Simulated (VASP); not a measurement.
# KCl (Pm-3m) in VASP: a series of runs, part 2 of 2

VASP 6.6.1. The steps go on from the part before.

### 3 Single point, r2SCAN (28.43 Å³/atom)

This run uses another cell than the first one, of 28.43 Å³/atom.

Input file POSCAR:

```
KCl
1.0
    3.8451315391      0.0000000000      0.0000000000
    0.0000000000      3.8451315391      0.0000000000
    0.0000000000      0.0000000000      3.8451315391
K Cl
1 1
Direct
    0.0000000000      0.0000000000      0.0000000000
    0.5000000000      0.5000000000      0.5000000000
```

Input file INCAR.step1:

```
SYSTEM = KCl
  PREC = Accurate
  ENCUT = 520
  ISMEAR = 0
  SIGMA = 0.01
  LREAL = .False.
  LASPH = .True.
  NELM = 60
  NBANDS = 15
  GGA = PE
  ALGO = Normal
  EDIFF = 1E-4
  LWAVE = .True.
  LCHARG = .False.
```

Input file INCAR.step2:

```
SYSTEM = KCl
  PREC = Accurate
  ENCUT = 520
  EDIFF = 1E-6
  ISMEAR = 0
  SIGMA = 0.01
  LREAL = .False.
  LASPH = .True.
  NELM = 60
  ALGO = Normal
  ISIF = 2
  LWAVE = .False.
  LCHARG = .False.
  METAGGA = R2SCAN
  LMIXTAU = .True.
  NBANDS = 15
  ISTART = 1
```

Input file KPOINTS:

```
Automatic mesh
0
Gamma
  6 6 6
  0 0 0
```

Potentials or basis: VASP PAW PBE potentials, release 64 (K_sv, Cl).

Started as:

```console
cat potpaw_PBE.64/K_sv/POTCAR potpaw_PBE.64/Cl/POTCAR > POTCAR
cp INCAR.step1 INCAR
mpirun -np 1 vasp_std > vasp.out
cp INCAR.step2 INCAR
mpirun -np 1 vasp_std > vasp.out
```

OUTCAR:

```text
SYSTEM = KCl
   PREC = Accurate
   ENCUT = 520
   EDIFF = 1E-6
   ISMEAR = 0
   LREAL = .False.
   LASPH = .True.
   NELM = 60
   ISIF = 2
   METAGGA = R2SCAN
   ISTART = 1

 ion  position               nearest neighbor table
   1  0.000  0.000  0.000-
   2  0.500  0.500  0.500-

  LATTYP: Found a simple cubic cell.
 ALAT       =     3.8451315391

  Lattice vectors:

 A1 = (   3.8451315391,   0.0000000000,   0.0000000000)
 A2 = (   0.0000000000,   3.8451315391,   0.0000000000)
 A3 = (   0.0000000000,   0.0000000000,   3.8451315391)

Analysis of symmetry for initial positions (statically):
=====================================================================
 Subroutine PRICEL returns:
 Original cell was already a primitive cell.

 Routine SETGRP: Setting up the symmetry group for a
 simple cubic supercell.

 Subroutine GETGRP returns: Found 48 space group operations
 (whereof 48 operations were pure point group operations)
 out of a pool of 48 trial point group operations.

The static configuration has the point symmetry O_h .

Analysis of symmetry for dynamics (positions and initial velocities):
[... 166 lines left out ...]
      3     -13.0567      2.00000
      4     -13.0567      2.00000
      5     -13.0567      2.00000
      6      -1.4581      2.00000
      7      -1.4581      2.00000
      8      -1.4581      2.00000
      9       4.2832      0.00000
     10       5.8961      0.00000
     11       5.8961      0.00000
     12      10.2004      0.00000
     13      10.2004      0.00000
     14      10.2004      0.00000
[... 329 lines left out ...]
      2     -13.9665      2.00000
      3     -13.2190      2.00000
      4     -13.2190      2.00000
      5     -13.2190      2.00000
      6      -2.5642      2.00000
      7      -2.5642      2.00000
      8      -2.5642      2.00000
      9       8.2191      0.00000
     10       8.2191      0.00000
     11       8.2191      0.00000
     12       9.4476      0.00000
     13       9.4476      0.00000
     14       9.4476      0.00000
     15      11.7690      0.00000

------------------------ aborting loop because EDIFF is reached ----------------------------------------

  FORCE on cell =-STRESS in cart. coord.  units (eV):
  Direction    XX          YY          ZZ          XY          YZ          ZX
  --------------------------------------------------------------------------------------
  -------------------------------------------------------------------------------------
  Total       -0.4264739     -0.4264739     -0.4264739      0.0000000      0.0000000     -0.0000000
  in kB      -12.0190294    -12.0190294    -12.0190294      0.0000000      0.0000000     -0.0000000
  external PRESSURE =     -12.0190294 kB  Pullay stress =       0.0000000 kB

 VOLUME and BASIS-vectors are now :
 -----------------------------------------------------------------------------
  energy-cutoff  :      520.00
  volume of cell :       56.85
      direct lattice vectors                 reciprocal lattice vectors
     3.845131539  0.000000000  0.000000000     0.260069126  0.000000000  0.000000000
     0.000000000  3.845131539  0.000000000     0.000000000  0.260069126  0.000000000
     0.000000000  0.000000000  3.845131539     0.000000000  0.000000000  0.260069126

 POSITION                                       TOTAL-FORCE (eV/Angst)
 -----------------------------------------------------------------------------------
      0.00000      0.00000      0.00000         0.000000      0.000000      0.000000
      1.92257      1.92257      1.92257         0.000000      0.000000      0.000000
 -----------------------------------------------------------------------------------
    total drift:                                0.000000      0.000000     -0.000000

  FREE ENERGIE OF THE ION-ELECTRON SYSTEM (eV)
  ---------------------------------------------------
  free  energy   TOTEN  =       -16.3957867079 eV

  energy  without entropy=      -16.3957867079  energy(sigma->0) =      -16.39578671
```

It took 55 s on 1 thread of AMD EPYC 7R13 (Zen 3), shared host; peak memory 0.15 GiB.

Results:

- Free energy: -16.3958 eV
- Pressure: -1.2 GPa
- Band gap on the k mesh: 5.54 eV (least direct gap 5.74 eV)

Caveat: the structure was generated, so it needn't be the stable form of KCl; the PAW data sets were made with another functional, which shifts forces and pressure a little. A k mesh can miss the band edges.

### 4 Single point, r2SCAN

Input file POSCAR:

```
KCl
1.0
    3.7711682852      0.0000000000      0.0000000000
    0.0000000000      3.7711682852      0.0000000000
    0.0000000000      0.0000000000      3.7711682852
K Cl
1 1
Direct
    0.0000000000      0.0000000000      0.0000000000
    0.5000000000      0.5000000000      0.5000000000
```

Input file INCAR.step1:

```
SYSTEM = KCl
PREC     = Accurate       ! precision mode
ENCUT    = 520            ! plane-wave cutoff, eV
ISMEAR   = 0              ! smearing method
SIGMA    = 0.01           ! smearing width, eV
LREAL    = .FALSE.        ! projectors in reciprocal space
LASPH    = .TRUE.         ! aspherical terms in the spheres
NELM     = 100            ! most SCF steps
NBANDS   = 15             ! bands
GGA      = PE             ! functional
ALGO     = Normal         ! electronic algorithm
EDIFF    = 1E-4           ! SCF threshold, eV
LWAVE    = .TRUE.         ! write WAVECAR
LCHARG   = .FALSE.        ! write CHGCAR
```

Input file INCAR.step2:

```
SYSTEM = KCl
PREC     = Accurate       ! precision mode
ENCUT    = 520            ! plane-wave cutoff, eV
EDIFF    = 1E-6           ! SCF threshold, eV
ISMEAR   = 0              ! smearing method
SIGMA    = 0.01           ! smearing width, eV
LREAL    = .FALSE.        ! projectors in reciprocal space
LASPH    = .TRUE.         ! aspherical terms in the spheres
NELM     = 100            ! most SCF steps
ALGO     = Normal         ! electronic algorithm
ISIF     = 2              ! what is computed and relaxed
LWAVE    = .FALSE.        ! write WAVECAR
LCHARG   = .FALSE.        ! write CHGCAR
METAGGA  = R2SCAN         ! meta-GGA
LMIXTAU  = .TRUE.       
NBANDS   = 15             ! bands
ISTART   = 1
```

Input file KPOINTS:

```
regular mesh
0
G
  8 8 8
  0 0 0
```

Started as:

```console
cat potpaw_PBE.64/K_sv/POTCAR potpaw_PBE.64/Cl/POTCAR > POTCAR
cp INCAR.step1 INCAR
mpirun -np 1 vasp_std > vasp.out
cp INCAR.step2 INCAR
mpirun -np 1 vasp_std > vasp.out
```

It took 80 s on 1 thread of AMD EPYC 7R13 (Zen 3), shared host; peak memory 0.15 GiB.

Results (log left out):

* Free energy: -16.4076 eV
* Pressure: 0.0 GPa
* Band gap on the k mesh: 5.81 eV (least direct gap 6.02 eV)

Levels at points of the mesh, in eV from the valence-band top:
| k point | band 5 | band 6 | band 7 | band 8 | band 9 | band 10 | band 11 | band 12 |
| --- | --- | --- | --- | --- | --- | --- | --- | --- |
| (0.00, 0.00, 0.00) | -11.69 | -0.22 | -0.22 | -0.22 | 5.81 | 7.09 | 7.09 | 11.60 |
| (0.50, 0.00, 0.00) | -11.56 | -1.90 | -0.23 | -0.23 | 8.56 | 8.73 | 9.32 | 10.84 |
| (0.50, 0.50, 0.00) | -11.63 | -1.30 | -1.30 | 0.00 | 6.86 | 8.08 | 9.73 | 9.73 |
| (0.50, 0.50, 0.50) | -11.89 | -1.45 | -1.45 | -1.45 | 9.67 | 9.67 | 9.67 | 10.96 |

Caveat: the structure was generated, so it needn't be the stable form of KCl; the PAW data sets were made with another functional, which shifts forces and pressure a little. A k mesh can miss the band edges.

### 5 The runs side by side

| level | cell | k mesh | gap on the mesh (eV) | pressure (GPa) |
| --- | --- | --- | --- | --- |
| PBE | a = 3.771 Å, 2 atoms | 8 × 8 × 8 | 5.03 | 1.1 |
| r2SCAN | a = 3.845 Å, 2 atoms | 6 × 6 × 6 | 5.54 | -1.2 |
| r2SCAN | a = 3.771 Å, 2 atoms | 8 × 8 × 8 | 5.81 | 0.0 |

Alike in all rows: task single point; potentials or basis VASP PAW PBE potentials, release 64 (K_sv, Cl); no spin polarisation; cutoff (eV) 520; smearing gaussian 0.01 eV.

Caveats: the structure was generated, so it needn't be the stable form of KCl; the PAW data sets were made with another functional, which shifts forces and pressure a little (at least some runs).

Total energies depend on the potentials used, so only differences within one code and one set of settings carry meaning.
